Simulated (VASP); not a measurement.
Runs of VASP 6.6.1 on Sn. The structure is that of space group Im-3m (No. 229), or close to it. The cells are those of the table. 

```tsv
task	level	potentials or basis	cell	cutoff (eV)	gap on the mesh (eV)	pressure (GPa)	relaxed volume (Å³/atom)
single point	BLYP+D3(BJ)	VASP PAW PBE potentials, release 64 (Sn_d)	a = 3.279 Å, angles 109.5°, 1 atom	520	none	0.0	-
relaxation of cell and atoms	LDA	VASP PAW LDA potentials, release 64 (Sn_d)	relaxed from a = 3.282 Å, angles 109.5°, 1 atom	600	none	0.0	25.41
single point	r2SCAN+D4	VASP PAW PBE potentials, release 64 (Sn_d)	a = 3.250 Å, angles 109.5°, 1 atom	520	none	0.0	-
single point	LDA	VASP PAW LDA potentials, release 64 (Sn_d)	a = 3.206 Å, angles 109.5°, 1 atom	520	none	0.0	-
relaxation of cell and atoms	BLYP+D3(BJ)	VASP PAW PBE potentials, release 64 (Sn_d)	relaxed from a = 3.282 Å, angles 109.5°, 1 atom	600	none	0.0	27.19
relaxation of cell and atoms	r2SCAN+D4	VASP PAW PBE potentials, release 64 (Sn_d)	relaxed from a = 3.282 Å, angles 109.5°, 1 atom	600	none	0.0	(a)
```

Alike in all rows: no spin polarisation; k mesh 9 × 9 × 9; smearing fermi-dirac 0.1 eV.

Q: Fill in the values left out.

A: (a) 26.44.

Caveats: spin-orbit coupling is left out, which moves the levels of the heavy elements; the PAW data sets were made with another functional, which shifts forces and pressure a little (some runs); pairwise dispersion overbinds metals, which lowers pressure and volume (some runs).

A k mesh can miss the band edges, and the runs leave out spin-orbit coupling on Sn.

A gap of «none» marks levels without a gap at the run's occupations.
